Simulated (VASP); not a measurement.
Write the native input for VASP 6.6.1 that does the following.

```
Task                   : single point
Functional             : PBE
Dispersion             : D3(BJ)
Potentials or basis    : VASP PAW PBE potentials, release 64 (P, Se, O)
Cutoff                 : 520 eV
k mesh                 : 10 × 10 × 6
Occupations            : gaussian, width 0.1 eV
Spin                   : no spin polarisation
Dipole correction      : no
Further INCAR settings : ALGO = Normal; EDIFF = 1e-06; NBANDS = 22
```

The structure of P2Se2O lies in POSCAR:

```
P2Se2O
1.0
    3.6727652716      0.0000000000      0.0000000000
    0.0000000000      3.6727652716      0.0000000000
    0.0000000000      0.0000000000      7.8996706244
P Se O
2 2 1
Direct
    0.5000000000      0.5000000000      0.9993549373
    0.0000000000      0.0000000000      0.9413583295
    0.5000000000      0.5000000000      0.2854217591
    0.0000000000      0.0000000000      0.3504790183
    0.0000000000      0.0000000000      0.7517710858
```

One way to write it, as run:

INCAR

```
ALGO = Normal ; EDIFF = 1E-6
ENCUT = 520 ; GGA = PE
ISIF = 2 ; ISMEAR = 0
IVDW = 12 ; LASPH = True
LCHARG = False ; LREAL = False
LWAVE = False ; NBANDS = 22
NELM = 100 ; PREC = Accurate
SIGMA = 0.1
```

KPOINTS

```
k-points
0
Gamma
  10 10 6
```

Potentials or basis: VASP PAW PBE potentials, release 64 (P, Se, O).

The run is started by

```sh
$ cat potpaw_PBE.64/P/POTCAR potpaw_PBE.64/Se/POTCAR potpaw_PBE.64/O/POTCAR > POTCAR
$ mpirun -np 1 vasp_std > vasp.out
```

Results of the run:

```json
{
 "Pressure": "-0.1 GPa",
 "Largest force": "0.017 eV/Å",
 "Band gap on the k mesh": "zero (band 14 reaches 3.34 eV, above the bottom of band 15 at 3.17 eV)",
 "Dispersion energy per atom": "-0.277 eV"
}
```

Wall time 2.3 min on 1 thread of Intel(R) Xeon(R) Platinum 8259CL CPU @ 2.50GHz (Skylake/Cascade Lake), on a shared host, peak memory 0.33 GiB.
